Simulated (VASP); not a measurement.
# Si4P (P-1) in VASP: further runs

The runs below take Si4P through relaxation of cell and atoms, single point, with PBE.

Program: VASP 6.6.1. These are calculated values, not measurements. Logs are shortened: lines on timing, memory, paths and dates and some standing lists are left out, and cuts for length are marked.

### Step 1. The cell of the first run

The typed cell holds 5 atoms: a = 3.172 Å, b = 3.879 Å, c = 4.995 Å, α = 75.12°, β = 71.57°, γ = 89.90°.

The cell was built from a structure type or drawn by symmetry, and may not be a known phase.

### Step 2. Relaxation of cell and atoms, PBE

INCAR reads:

```
PREC = Accurate ; ENCUT = 600
EDIFF = 1E-6 ; ISMEAR = 0
SIGMA = 0.1 ; LREAL = F
LASPH = T ; NELM = 100
ALGO = Normal ; ISIF = 3
LWAVE = F ; LCHARG = F
GGA = PE ; IBRION = 2
NSW = 90 ; EDIFFG = -0.04
```

KPOINTS reads:

```
Automatic mesh
0
Gamma
  6 6 4
```

POSCAR reads:

```
Si4P
1.0
    3.1719307600      0.0000000000      0.0000000000
    0.0066772200      3.8791819000      0.0000000000
    1.5789622400      1.2799880300      4.5629437700
Si P
4 1
Direct
    0.8888540300      0.6072760200      0.7080580000
    0.2926819900      0.2066040000      0.8889120200
    0.7073180100      0.7933960000      0.1110879800
    0.1111459700      0.3927239800      0.2919420000
    0.5000000000      0.0000000000      0.5000000000
```

Potentials or basis: VASP PAW PBE potentials, release 64 (Si, P).

Command:

```sh
$ cat potpaw_PBE.64/Si/POTCAR potpaw_PBE.64/P/POTCAR > POTCAR
$ mpirun -np 1 vasp_std > vasp.out
```

OUTCAR:

```text
PREC = Accurate
   ENCUT = 600
   EDIFF = 1E-6
   ISMEAR = 0
   LREAL = F
   LASPH = T
   NELM = 100
   ISIF = 3
   GGA = PE
   IBRION = 2
   NSW = 90
   EDIFFG = -0.04

 ion  position               nearest neighbor table
   1  0.889  0.607  0.708-   2 2.21   5 2.22   3 2.22   2 2.24   5 2.25   4 2.34   4 3.08   2 3.11
                             3 3.12   4 3.12   2 3.13
   2  0.293  0.207  0.889-   5 2.20   1 2.21   4 2.22   1 2.24   3 2.25   3 2.35   1 3.11   4 3.12
                             1 3.13   3 3.14
   3  0.707  0.793  0.111-   5 2.20   4 2.21   1 2.22   4 2.24   2 2.25   2 2.35   4 3.11   1 3.12
                             4 3.13   2 3.14
   4  0.111  0.393  0.292-   3 2.21   5 2.22   2 2.22   3 2.24   5 2.25   1 2.34   1 3.08   3 3.11
                             2 3.12   1 3.12   3 3.13
   5  0.500  0.000  0.500-   2 2.20   3 2.20   1 2.22   4 2.22   4 2.25   1 2.25

  LATTYP: Found a triclinic cell.
 ALAT       =     3.1719307600
 B/A-ratio  =     3.5296986402
 C/A-ratio  =     1.5810991968
 COS(alpha) =     0.0001835156
 COS(beta)  =     0.6338027990
 COS(gamma) =     0.7064574667

  Lattice vectors:

 A1 = (  -3.1719307600,   0.0000000000,   0.0000000000)
 A2 = (  -7.9094693200,   6.4783757700,  -4.5629437700)
 A3 = (  -3.1786079800,  -3.8791819000,   0.0000000000)

Analysis of symmetry for initial positions (statically):
=====================================================================
 Subroutine PRICEL returns:
 Original cell was already a primitive cell.

 Routine SETGRP: Setting up the symmetry group for a
 triclinic supercell.

 Subroutine GETGRP returns: Found  2 space group operations
 (whereof  2 operations were pure point group operations)
 out of a pool of  2 trial point group operations.

The static configuration has the point symmetry S_2 .

Analysis of symmetry for dynamics (positions and initial velocities):
=====================================================================
 Subroutine PRICEL returns:
 Original cell was already a primitive cell.

 Routine SETGRP: Setting up the symmetry group for a
 triclinic supercell.

 Subroutine GETGRP returns: Found  2 space group operations
 (whereof  2 operations were pure point group operations)
 out of a pool of  2 trial point group operations.

The dynamic configuration has the point symmetry S_2 .

 Subroutine INISYM returns: Found  2 space group operations
 (whereof  2 operations are pure point group operations),
 and found     1 'primitive' translations

----------------------------------------------------------------------------------------

                                     Primitive cell

  volume of cell :      56.1447

  direct lattice vectors                    reciprocal lattice vectors
     3.171930760  0.000000000  0.000000000     0.315265394 -0.000542665 -0.108942291
     0.006677220  3.879181900  0.000000000     0.000000000  0.257786313 -0.072313711
     1.578962240  1.279988030  4.562943770     0.000000000  0.000000000  0.219156766

  length of vectors
     3.171930760  3.879187647  4.995192385     0.333558070  0.267736916  0.219156766

  position of ions in fractional coordinates (direct lattice)
     0.888854030  0.607276020  0.708058000
     0.292681990  0.206604000  0.888912020
     0.707318010  0.793396000  0.111087980
     0.111145970  0.392723980  0.291942000
     0.500000000  0.000000000  0.500000000

  ion indices of the primitive-cell ions
   primitive index   ion index
                 1           1
                 2           2
                 3           3
                 4           4
                 5           5

----------------------------------------------------------------------------------------

 KPOINTS: Automatic mesh

Automatic generation of k-mesh.
 Grid dimensions read from file:
 generate k-points for:    6    6    4

 Generating k-lattice:

  Cartesian coordinates                     Fractional coordinates (reciprocal lattice)
     0.052544232 -0.000090444 -0.018157048     0.166666667 -0.000000000  0.000000000
     0.000000000  0.042964386 -0.012052285     0.000000000  0.166666667  0.000000000
     0.000000000  0.000000000  0.054789191     0.000000000  0.000000000  0.250000000

  Length of vectors
     0.055593012  0.044622819  0.054789191

  Shift w.r.t. Gamma in fractional coordinates (k-lattice)
     0.000000000  0.000000000  0.000000000

 Subroutine IBZKPT returns following result:
 ===========================================

 Found     76 irreducible k-points:

 Following reciprocal coordinates:
            Coordinates               Weight
  0.000000  0.000000  0.000000      1.000000
  0.166667  0.000000 -0.000000      2.000000
  0.333333 -0.000000  0.000000      2.000000
  0.500000 -0.000000  0.000000      1.000000
  0.000000  0.166667  0.000000      2.000000
  0.166667  0.166667  0.000000      2.000000
[... 16 lines left out ...]
  0.333333 -0.000000  0.250000      2.000000
  0.500000 -0.000000  0.250000      2.000000
 [... further k-points ...]
   k-points           NKPTS =     76   k-points in BZ     NKDIM =     76   number of bands    NBANDS=     14
   number of dos      NEDOS =    301   number of ions     NIONS =      5
   total plane-waves  NPLWV =  35840
   dimension x,y,z NGX =    28 NGY =   32 NGZ =   40
   dimension x,y,z NGXF=    56 NGYF=   64 NGZF=   80
   ions per type =               4   1
   NGX,Y,Z   is equivalent  to a cutoff of  14.68, 13.71, 13.31 a.u.
   NGXF,Y,Z  is equivalent  to a cutoff of  29.35, 27.43, 26.62 a.u.
 SYSTEM =  unknown system
   PREC   = accura    normal or accurate (medium, high low for compatibility)
   ISTART =      0    job   : 0-new  1-cont  2-samecut
   ICHARG =      2    charge: 1-file 2-atom 10-const
   ISPIN  =      1    spin polarized calculation?
   LNONCOLLINEAR =      F non collinear calculations
   LSORBIT =      F    spin-orbit coupling
   LASPH  =      T    aspherical Exc in radial PAW
   ENCUT  =  600.0 eV  44.10 Ry    6.64 a.u.   6.34  7.75  9.98*2*pi/ulx,y,z
   NELM   =    100;   NELMIN=  2; NELMDL= -5     # of ELM steps
   EDIFF  = 0.1E-05   stopping-criterion for ELM
   LREAL  =      F    real-space projection
   EDIFFG = -.4E-01   stopping-criterion for IOM
   NSW    =     90    number of steps for IOM
   IBRION =      2    ionic relax: 0-MD 1-quasi-New 2-CG
   NFREE  =      1    steps in history (QN), initial steepest desc. (CG)
   ISIF   =      3    stress and relaxation
   ISYM   =      2    0-nonsym 1-usesym 2-fastsym
   POTIM  = 0.5000    time-step for ionic-motion
   TEBEG  =    0.0;   TEEND  =   0.0 temperature during run
   PSTRESS=    0.0 pullay stress
   NELECT =      21.0000    total number of electrons
   NUPDOWN=      -1.0000    fix difference up-down
   EMIN   =  10.00;   EMAX   =-10.00  energy-range for DOS
   EFERMI =   0.00;   METHOD = LEGACY
   ISMEAR =     0;   SIGMA  =   0.10  broadening in eV -4-tet -1-fermi 0-gaus
   EFERMI_NEDOS =   21; number of points for ismear=-14 and -15
   IALGO  =     38    algorithm
   IMIX   =      4    mixing-type and parameters
     AMIX     =   0.40;   BMIX     =  1.00
     AMIX_MAG =   1.60;   BMIX_MAG =  1.00
  volume/ion in A,a.u.               =      11.23        75.78
  Fermi-wavevector in a.u.,A,eV,Ry     =   1.179537  2.229002 18.929892  1.391308
  Thomas-Fermi vector in A             =   2.315846
   LORBIT       =      0    0 simple, 1 ext, 2 COOP (PROOUT), +10 PAW based schemes
   GGA     = PE    functional components
   LHFCALC =     F    Hartree Fock is set to
   AEXX    =    0.0000 exact exchange contribution
   IVDW    =     0    specifies the selected vdW correction
   LEPSILON=     F    determine dielectric tensor
   LRPA    =     F    only Hartree local field effects (RPA)
 conjugate gradient relaxation of ions
 non-spin polarized calculation
 Gauss-broadening in eV      SIGMA  =   0.10
  energy-cutoff  :      600.00
  volume of cell :       56.14
 maximum number of plane-waves:      1894
 NGX is ok and might be reduce to    28
   NGX = 13   NGY = 15   NGZ = 19

--------------------------------------- Ionic step        1  -------------------------------------------

 number of electron      21.0000000 magnetization

 Free energy of the ion-electron system (eV)
  ---------------------------------------------------
  ext. energy  EPLUGINS =         0.00000000
  ---------------------------------------------------
  free energy    TOTEN  =       -21.51157100 eV

  energy without entropy =      -21.49974397  energy(sigma->0) =      -21.50565749

 E-fermi :  13.4866     XC(G=0): -12.2058

 val. band max:       13.4812182941   @ k =   0.0000   0.1667   0.2500
 cond. band min:      13.4921977445   @ k =   0.5000   0.3333   0.2500
 fundamental gap:      0.0109794504
 Fermi energy:        13.4865972737

 k-point     1 :       0.0000    0.0000    0.0000
  band No.  band energies     occupation
      1      -3.9654      2.00000
      2       2.5018      2.00000
      3       3.0540      2.00000
      4       6.0389      2.00000
      5       6.2503      2.00000
      6       8.1559      2.00000
      7       8.7562      2.00000
      8       9.6760      2.00000
      9      10.9938      2.00000
     10      12.5447      2.00000
     11      12.6486      2.00000
     12      16.7940      0.00000
[... 920 lines left out ...]
  FREE ENERGIE OF THE ION-ELECTRON SYSTEM (eV)
  ---------------------------------------------------
  free  energy   TOTEN  =       -25.6912448314 eV

  energy  without entropy=      -25.6767590250  energy(sigma->0) =      -25.68400193

[... ionic steps 4 to 10 ...]

--------------------------------------- Ionic step       11  -------------------------------------------

 number of electron      20.9999998 magnetization

------------------------ aborting loop because EDIFF is reached ----------------------------------------

  FORCE on cell =-STRESS in cart. coord.  units (eV):
  Direction    XX          YY          ZZ          XY          YZ          ZX
  --------------------------------------------------------------------------------------
  -------------------------------------------------------------------------------------
  Total        0.1444106      0.0715614     -0.0790633      0.0262095     -0.0449659      0.0078493
  in kB        2.9178858      1.4459330     -1.5975116      0.5295762     -0.9085584      0.1585991
  external PRESSURE =       0.9221024 kB  Pullay stress =       0.0000000 kB
[... 63 lines left out ...]
  energy  without entropy=      -25.7474298681  energy(sigma->0) =      -25.75173177

--------------------------------------- Ionic step       13  -------------------------------------------

 number of electron      20.9999998 magnetization

 Free energy of the ion-electron system (eV)
  ---------------------------------------------------
  ext. energy  EPLUGINS =         0.00000000
  ---------------------------------------------------
  free energy    TOTEN  =       -25.75653811 eV

  energy without entropy =      -25.74791256  energy(sigma->0) =      -25.75222533

 E-fermi :   8.5115     XC(G=0): -10.7334

 val. band max:        8.4804500707   @ k =   0.0000   0.3333   0.2500
 cond. band min:       8.5149551961   @ k =  -0.3333   0.0000   0.2500
 fundamental gap:      0.0345051254
 Fermi energy:         8.5114517471

 k-point     1 :       0.0000    0.0000    0.0000
  band No.  band energies     occupation
      1      -5.5612      2.00000
      2      -0.5679      2.00000
      3       0.4589      2.00000
      4       1.9423      2.00000
      5       2.1109      2.00000
      6       4.1302      2.00000
      7       4.6335      2.00000
      8       5.8572      2.00000
      9       7.1119      2.00000
     10       7.8274      2.00000
     11       7.8672      2.00000
     12      11.1890      0.00000
[... 425 lines left out ...]
  FREE ENERGIE OF THE ION-ELECTRON SYSTEM (eV)
  ---------------------------------------------------
  free  energy   TOTEN  =       -25.7565381069 eV

  energy  without entropy=      -25.7479125558  energy(sigma->0) =      -25.75222533

 reached required accuracy - stopping structural energy minimisation
```

It took 9.1 min on 1 thread of Intel Xeon 8259CL, shared host; peak memory 0.22 GiB.

What came out:

| Quantity | Value |
| --- | --- |
| Free energy | -25.7565 eV |
| Relaxed volume | 15.89 Å³/atom |
| Relaxed cell | a = 3.523 Å, b = 4.518 Å, c = 5.481 Å, α = 73.85°, β = 72.54°, γ = 90.99° |
| Space group after relaxing (to 0.1 Å) | P-1 (No. 2) |
| Energy gained by relaxing | 849.0 meV/atom |
| Ionic steps | 13 |
| Pressure after relaxing | -0.1 GPa |
| Largest force after relaxing | 0.022 eV/Å |
| Band gap on the k mesh | zero (an odd number of electrons rules out a gap without spin polarisation) |

Forces in eV/Å, atoms in the order of the input:
```
Si   0.022  0.004  0.004
Si  -0.006 -0.009 -0.010
Si   0.006  0.009  0.010
Si  -0.022 -0.004 -0.004
P    0.000  0.000  0.000
```

The path:
```csv
step,energy change (eV),largest force (eV/Å),pressure (GPa),volume (Å³)
1,0.0000,1.3180,75.33,56.14
2,-2.0824,0.2877,-15.70,110.88
3,-4.1797,0.3032,-1.26,80.57
4,-4.1825,0.3060,-0.55,79.99
5,-4.1828,0.3087,0.13,79.46
6,-4.2112,0.2368,0.10,79.43
7,-4.2353,0.1282,0.11,79.35
8,-4.2370,0.1168,0.13,79.32
9,-4.2429,0.0876,-0.14,79.49
10,-4.2430,0.0840,-0.18,79.52
11,-4.2442,0.0473,0.09,79.29
12,-4.2445,0.0328,0.25,79.16
13,-4.2450,0.0224,-0.15,79.44
```

Final structure:
```yaml
crystal:
  lattice:
    - [3.52229, -0.03467, -0.02832]
    - [-0.03368, 4.51776, 0.02867]
    - [1.69997, 1.50529, 4.98838]
  atoms:
    - { symbol: Si, position: [0.90234, 0.60614, 0.69396] }
    - { symbol: Si, position: [0.30214, 0.19618, 0.89712] }
    - { symbol: Si, position: [0.69786, 0.80382, 0.10288] }
    - { symbol: Si, position: [0.09766, 0.39386, 0.30604] }
    - { symbol: P, position: [0.50000, 0.00000, 0.50000] }
```

Levels at points of the mesh, in eV from the Fermi level:
```csv
k point,band 6,band 7,band 8,band 9,band 10,band 11,band 12,band 13,band 14
"(0.00, 0.00, 0.00)",-4.38,-3.88,-2.65,-1.40,-0.68,-0.64,2.68,3.25,4.42
"(0.50, 0.00, 0.00)",-4.16,-3.70,-3.57,-3.24,-2.01,-1.68,0.17,0.41,1.45
"(0.00, 0.50, 0.00)",-4.66,-2.07,-0.94,-0.76,-0.20,0.98,1.17,2.11,2.32
"(0.50, 0.50, 0.00)",-6.80,-4.36,-3.87,-3.23,-2.59,0.85,1.53,3.53,3.98
"(0.00, 0.00, 0.50)",-3.56,-3.36,-1.96,-1.12,0.49,0.67,0.78,1.41,1.92
"(0.50, 0.00, 0.50)",-4.28,-3.86,-3.39,-3.00,-2.08,-1.77,0.58,0.84,1.54
"(0.00, 0.50, 0.50)",-2.23,-1.91,-1.03,-0.89,-0.12,0.22,0.50,0.72,2.41
"(0.50, 0.50, 0.50)",-6.85,-4.47,-3.98,-2.87,-2.23,0.90,1.66,3.35,3.76
```

Caveat: the volume moved by over 15 % at a fixed basis, so the end points are rough.

### Step 3. Single point, PBE

This run uses another cell than the first one, of 15.86 Å³/atom.

INCAR reads:

```
ALGO = Normal
EDIFF = 1E-7
ENCUT = 520
GGA = PE
ISIF = 2
ISMEAR = 0
LASPH = True
LCHARG = False
LREAL = False
LWAVE = False
NBANDS = 18
NELM = 80
PREC = Accurate
SIGMA = 0.1
```

KPOINTS reads:

```
k-points
0
Gamma
  12 10 8
```

POSCAR reads:

```
Si4P
1.0
    3.3852030591      0.0218271399     -0.0232570252
   -0.0427417731      4.4878575300      0.1617289050
   -1.6152348935     -1.4101212853      5.1808657222
Si P
4 1
Direct
    0.0950027990      0.3878889684      0.6904227394
    0.7004523992      0.8002434949      0.9005536179
    0.2995476008      0.1997565051      0.0994463821
    0.9049972010      0.6121110316      0.3095772606
    0.5000000000      0.0000000000      0.5000000000
```

Potentials or basis: VASP PAW PBE potentials, release 64 (Si, P).

Command:

```sh
$ cat potpaw_PBE.64/Si/POTCAR potpaw_PBE.64/P/POTCAR > POTCAR
$ mpirun -np 1 vasp_std > vasp.out
```

It took 11 min on 1 thread of Intel Xeon 8259CL, shared host; peak memory 0.62 GiB.

Results (log left out):

| Property | Result |
| --- | --- |
| Free energy | -25.7693 eV |
| Pressure | -0.1 GPa |
| Largest force | 0.006 eV/Å |
| Band gap on the k mesh | zero (an odd number of electrons rules out a gap without spin polarisation) |

Forces in eV/Å, atoms in the order of the input:
```
Si   0.000 -0.005 -0.004
Si  -0.001  0.001  0.000
Si   0.001 -0.001  0.000
Si   0.000  0.005  0.004
P    0.000  0.000  0.000
```

Levels at points of the mesh, in eV from the Fermi level:
```csv
k point,band 9,band 10,band 11,band 12,band 13,band 14
"(0.00, 0.00, 0.00)",-0.83,-0.70,-0.64,3.49,3.70,3.85
"(0.50, 0.00, 0.00)",-3.29,-2.18,-1.94,0.66,0.90,1.44
"(0.00, 0.50, 0.00)",0.17,0.26,1.49,1.50,2.35,2.66
"(0.50, 0.50, 0.00)",-3.03,-2.43,0.26,0.83,3.36,3.80
"(0.00, 0.00, 0.50)",-2.01,0.66,1.00,1.25,1.58,2.44
"(0.50, 0.00, 0.50)",-3.24,-2.20,-1.96,0.74,0.98,1.44
"(0.00, 0.50, 0.50)",-0.15,-0.13,0.46,0.99,1.24,2.30
"(0.50, 0.50, 0.50)",-2.94,-2.33,0.32,0.88,3.28,3.70
```
